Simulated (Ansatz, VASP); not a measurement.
In in VASP and in Ansatz

```
CELL_PARAMETERS angstrom
0.00000 2.24405 2.24405
2.24405 0.00000 2.24405
2.24405 2.24405 0.00000
ATOMIC_POSITIONS crystal
In 0.00000 0.00000 0.00000
```

Alike in both runs: task single point; functional LDA; k mesh 13 × 13 × 13; occupations fermi-dirac, width 0.1 eV; no spin polarisation.

|  | VASP | Ansatz |
| --- | --- | --- |
| version | VASP 6.6.1 | Ansatz 0.2.0 |
| potentials or method | VASP PAW LDA potentials, release 64 (In_d), cutoff 520 eV | plane waves (420 eV) with PAW, scalar-relativistic |
| valence electrons in the cell | 13 | 13 |

```csv
,VASP,Ansatz,Ansatz less VASP
pressure (GPa),5.4,5.4,-0.08
```

Ansatz warns that its potentials were made for another functional, while VASP's fit it. LDA's correlation is that of Perdew and Zunger in VASP and of Perdew and Wang (1992) in Ansatz.
